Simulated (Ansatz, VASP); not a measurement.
# Two plane-wave programs on HfC

File INCAR:

```
SYSTEM = HfC
PREC = Accurate
ENCUT = 600
EDIFF = 1E-6
ISMEAR = -1
SIGMA = 0.1
LREAL = .False.
LASPH = .True.
NELM = 120
ALGO = Normal
ISIF = 2
LWAVE = .False.
LCHARG = .True.
GGA = PE
LELF = .True.
LVHAR = .True.
NBANDS = 14
GGA_COMPAT = .False.
```

Contents of KPOINTS:

```
regular mesh
0
Gamma
  10 10 10
  0 0 0
```

Contents of POSCAR:

```
HfC
1.0
    0.0000000000      2.3250000000      2.3250000000
    2.3250000000      0.0000000000      2.3250000000
    2.3250000000      2.3250000000      0.0000000000
Hf C
1 1
Direct
    0.5000000000      0.5000000000      0.5000000000
    0.0000000000      0.0000000000      0.0000000000
```

Input for Ansatz:

```yaml
crystal:
  lattice:
    - [0.0, 2.325, 2.325]
    - [2.325, 0.0, 2.325]
    - [2.325, 2.325, 0.0]
  atoms:
    - { symbol: Hf, position: [0.5, 0.5, 0.5] }
    - { symbol: C, position: [0.0, 0.0, 0.0] }
basis:
  ecutwfc: 450.0
kpoints:
  mp_grid:
    grid: [10, 10, 10]
hamiltonian:
  xc: pbe
scf:
  convergence:
    dr2_threshold: 1.0e-10
  occupations:
    method: fermi_dirac
output:
  forces: true
  stress: true
```

Alike in both runs: task single point; functional PBE; k mesh 10 × 10 × 10; no spin polarisation.

|  | VASP | Ansatz |
| --- | --- | --- |
| version | VASP 6.6.1 | Ansatz 0.2.0 |
| potentials or method | VASP PAW PBE potentials, release 64 (Hf_pv, C), cutoff 600 eV | plane waves, PAW |
| occupations | fermi-dirac, width 0.1 eV | fermi-dirac |
| valence electrons in the cell | 14 | 30 |

Ansatz gave:

- pressure (GPa): 0.2

Which values does VASP return?

Pressure (GPa): -0.5.

VASP's potentials hold 14 valence electrons a cell and Ansatz's 30, so a difference there can come from the potentials and not from the codes.

Neither program's run includes spin-orbit coupling.
